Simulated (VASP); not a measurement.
A run of VASP 6.6.1:

INCAR

```
PREC = Accurate ; ENCUT = 520
EDIFF = 1E-6 ; ISMEAR = 0
SIGMA = 0.15 ; LREAL = F
LASPH = T ; NELM = 60
ALGO = Fast ; ISIF = 2
LWAVE = F ; LCHARG = F
GGA = PS ; NBANDS = 18
```

Contents of KPOINTS:

```
Automatic mesh
0
Gamma
  24 24 12
```

Contents of POSCAR:

```
Cu
1.0
    2.5826137945      0.0000000000      0.0000000000
   -1.2913068972      2.2366091542      0.0000000000
    0.0000000000      0.0000000000      4.3907017120
Cu
2
Direct
    0.3333333333      0.6666666667      0.2500000000
    0.6666666667      0.3333333333      0.7500000000
```

Potentials or basis: VASP PAW PBE potentials, release 64 (Cu).

Run with:

```sh
$ cat potpaw_PBE.64/Cu/POTCAR > POTCAR
$ mpirun -np 1 vasp_std > vasp.out
```

Hardware: 1 thread of AMD EPYC 9R45 (Zen 5) (shared host).

How long does it take, and how much memory?

Run time: 110 s on 1 thread of AMD EPYC 9R45 (Zen 5), on a shared host, peak memory 0.23 GiB. Counts: scf iterations 15, k points 427.
